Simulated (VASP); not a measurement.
ScSb2N3, 6 atoms in the cell. It takes space group P6/mmm (No. 191, hexagonal). Conventional cell: a = 5.867 Å, b = 5.867 Å, c = 3.091 Å, α = 90.00°, β = 90.00°, γ = 120.00°. Within 4.1 Å of Sc (site symmetry 6/mmm) lie 2 Sc at 3.09 Å and 12 N at 3.32 Å and 6 Sb at 3.39 Å. Sb (site symmetry -6m2) has 6 N at 2.29 Å and 2 Sb at 3.09 Å within 3.1 Å. N (site symmetry mmm) has 4 Sb at 2.29 Å and 6 N at 2.93 to 3.09 Å within 3.1 Å. The cell was generated, and may not be a known phase.

```yaml
Program: VASP 6.6.1
Task: relaxation of cell and atoms
Functional: PBE
Potentials_or_basis: VASP PAW PBE potentials, release 64 (Sc_sv, Sb, N)
Cutoff: 600 eV
k_mesh: 6 × 6 × 12
Occupations: gaussian, width 0.1 eV
Spin: no spin polarisation
Dipole_correction: no
Further_INCAR_settings: ALGO = Normal; EDIFF = 1e-07; IBRION = 2; EDIFFG = -0.01; NSW = 100; ISIF = 3
```

Potentials or basis: VASP PAW PBE potentials, release 64 (Sc_sv, Sb, N).

Run with:

```console
$ cat potpaw_PBE.64/Sc_sv/POTCAR potpaw_PBE.64/Sb/POTCAR potpaw_PBE.64/N/POTCAR > POTCAR
$ mpirun -np 1 vasp_std > vasp.out
```

Hardware: 1 thread of Intel(R) Xeon(R) Platinum 8259CL CPU @ 2.50GHz (Skylake/Cascade Lake) (shared host).

Question: How long does it take, and how much memory?

Answer: Run time: 5.8 min on 1 thread of Intel(R) Xeon(R) Platinum 8259CL CPU @ 2.50GHz (Skylake/Cascade Lake), on a shared host, peak memory 0.34 GiB. Counts: scf iterations 41, k points 49, ion steps 4.
